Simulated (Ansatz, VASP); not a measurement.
# Sn3Mo2 in VASP and in Ansatz

```
Sn Mo
1.0
     4.96322    0.00000    0.00000
     0.00000    4.96322    0.00000
     0.00000    0.00000    4.96322
Sn Mo
3 2
Direct
  0.00000 0.50000 0.50000
  0.50000 0.00000 0.50000
  0.50000 0.50000 0.00000
  0.00000 0.00000 0.00000
  0.50000 0.50000 0.50000
```

Alike in both runs: task single point; functional PBE; k mesh 4 × 4 × 4; occupations gaussian, width 0.1 eV; no spin polarisation.

|  | VASP | Ansatz |
| --- | --- | --- |
| version | VASP 6.6.1 | Ansatz 0.2.0 |
| potentials or method | VASP PAW PBE potentials, release 64 (Sn_d, Mo_sv), cutoff 520 eV | scalar-relativistic, plane waves, PAW |
| valence electrons in the cell | 70 | 70 |

VASP gave:

```
gap on the k mesh at the Fermi level (eV) : none
pressure (GPa)                            : 9.2
```

**Question.** Which values does Ansatz return?

**Answer.** gap on the k mesh at the Fermi level (eV): none; pressure (GPa): 9.1.

A gap of «none» marks a metal or a gap that the smearing closes. The functional is the same, so the differences come from potentials, cutoffs and numerics.
